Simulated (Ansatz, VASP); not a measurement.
# One calculation of SiC16, two programs

```xyz
17
Lattice="4.9299 0.0000 0.0000 0.0000 4.4224 0.0000 0.0000 0.0000 22.6937" Properties=species:S:1:pos:R:3 pbc="T T T"
C     1.2325    1.8376    4.0000
C     3.6974    1.8376    4.0000
C     0.0000    2.2977    4.5428
C     2.4649    2.2977    4.5428
C     0.0000    3.2161    5.6300
C     2.4649    3.2161    5.6300
C     1.2325    3.6762    6.1728
C     3.6974    3.6762    6.1728
C     1.2325    0.1955    7.2591
C     3.6974    0.1955    7.2591
C     0.0000    0.6637    7.7748
C     2.4649    0.6637    7.7748
C     0.0000    1.6716    8.8518
C     2.4649    1.6716    8.8518
C     1.2325    2.1069    9.2937
C     3.6974    2.1069    9.2937
Si    2.4649    2.8440   12.0937
```

Alike in both runs: task single point; functional PBE; dispersion D3(BJ); k mesh 6 × 6 × 1; occupations gaussian, width 0.05 eV; collinear spin.

|  | VASP | Ansatz |
| --- | --- | --- |
| version | VASP 6.6.1 | Ansatz 0.2.0 |
| potentials or method | VASP PAW PBE potentials, release 64 (C, Si), cutoff 520 eV | scalar-relativistic, plane waves, PAW |
| valence electrons in the cell | 68 | 68 |

|  | VASP | Ansatz | Ansatz less VASP |
| --- | --- | --- | --- |
| gap on the k mesh at the Fermi level (eV) | none | none | - |
| rms of the force components (eV/Å) | 1.075 | 1.136 | +0.0607 |
| net moment per atom (μB) | 0.03 | 0.18 | +0.149 |
| size of the moment on the site where the two differ most (μB) | 0.00 | 0.44 | +0.436 |
| work function, face that differs most (eV) | 6.22 | 4.99 | -1.239 |

The net moments are unlike, so the other rows may belong to different states. Site moments also hang on the region over which each program counts them. Atom by atom the forces differ by 0.119 eV/Å (rms over components). A gap of «none» marks a metal or a gap that the smearing closes.
